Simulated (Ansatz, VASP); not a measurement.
**Lu2NF3: VASP beside Ansatz**

```
Lu N F
1.0
     5.98250    0.00000    0.34724
     0.00000    3.81696    0.00000
     0.40558    0.00000    7.04526
Lu N F
4 2 6
Direct
  0.75070 0.75000 0.86280
  0.24930 0.25000 0.13720
  0.71646 0.25000 0.43927
  0.28354 0.75000 0.56073
  0.35898 0.25000 0.41160
  0.64102 0.75000 0.58840
  0.13457 0.75000 0.88221
  0.06087 0.75000 0.29211
  0.86543 0.25000 0.11779
  0.93913 0.25000 0.70789
  0.52916 0.25000 0.89323
  0.47084 0.75000 0.10677
```

Alike in both runs: functional PBE; k mesh 2 × 3 × 2; occupations gaussian, width 0.15 eV; no spin polarisation.

Ansatz relaxed the structure, and its values are those at the end. VASP's run is a single point on that final structure, the one shown.

|  | VASP | Ansatz |
| --- | --- | --- |
| version | VASP 6.6.1 | Ansatz 0.2.0 |
| potentials or method | VASP PAW PBE potentials, release 64 (Lu, N, F), cutoff 520 eV | scalar-relativistic, plane waves, PAW |
| valence electrons in the cell | 152 | 152 |

VASP gave:

| Quantity | Value |
| --- | --- |
| gap on the k mesh at the Fermi level (eV) | 3.14 |
| least direct gap on the mesh (eV) | 3.18 |
| pressure (GPa) | 0.7 |
| rms of the force components (eV/Å) | 0.037 |

Which values does Ansatz return?

gap on the k mesh at the Fermi level (eV): 3.16; least direct gap on the mesh (eV): 3.20; pressure (GPa): 0.1; rms of the force components (eV/Å): 0.019.

With one functional, cell and mesh, what is left measures potentials, basis and numerics.

The k mesh is coarse, so the values compare programs but aren't converged. Neither program's run includes spin-orbit coupling.
